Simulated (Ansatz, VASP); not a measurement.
## SiC in VASP and in Ansatz

The input INCAR:

```
SYSTEM = SiC
PREC = Accurate
ENCUT = 520
EDIFF = 1E-6
ISMEAR = 0
SIGMA = 0.01
LREAL = .False.
LASPH = .True.
NELM = 80
ALGO = Normal
ISIF = 2
LWAVE = .False.
LCHARG = .False.
GGA = PE
NBANDS = 16
```

Contents of KPOINTS:

```
regular mesh
0
Gamma
  8 8 8
  0 0 0
```

The input POSCAR:

```
SiC
1.0
    1.5638420107      0.9028846059      5.3947784224
   -1.5638420107      0.9028846059      5.3947784224
    0.0000000000     -1.8057692117      5.3947784224
C Si
2 2
Direct
    0.4496676742      0.4496676742      0.4496676742
    0.5503323258      0.5503323258      0.5503323258
    0.9255061281      0.9255061281      0.9255061281
    0.0744938719      0.0744938719      0.0744938719
```

Input for Ansatz:

```yaml
crystal:
  lattice:
    - [1.5638420107, 0.9028846059, 5.3947784224]
    - [-1.5638420107, 0.9028846059, 5.3947784224]
    - [0.0, -1.8057692117, 5.3947784224]
  atoms:
    - { symbol: C, position: [0.4496676742, 0.4496676742, 0.4496676742] }
    - { symbol: Si, position: [0.9255061281, 0.9255061281, 0.9255061281] }
    - { symbol: Si, position: [0.0744938719, 0.0744938719, 0.0744938719] }
    - { symbol: C, position: [0.5503323258, 0.5503323258, 0.5503323258] }
kpoints:
  mp_grid: { grid: [8, 8, 8] }
hamiltonian:
  xc: pbe
scf:
  occupations: { method: fixed }
  n_extra_bands: 5
output:
  forces: true
  stress: true
  eigenvalues: true
```

Alike in both runs: task single point; functional PBE; k mesh 8 × 8 × 8; no spin polarisation.

|  | VASP | Ansatz |
| --- | --- | --- |
| version | VASP 6.6.1 | Ansatz 0.2.0 |
| potentials or method | VASP PAW PBE potentials, release 64 (C, Si) | plane waves, PAW |
| plane-wave cutoff (eV) | 520 | 420 |
| occupations | gaussian, width 0.01 eV | fixed |
| valence electrons in the cell | 16 | 16 |

```csv
,VASP,Ansatz,Ansatz less VASP
gap on the k mesh at the Fermi level (eV),0.48,0.48,+0.001
pressure (GPa),-5.5,-5.4,+0.02
rms of the force components (eV/Å),0.051,0.054,+0.0039
```
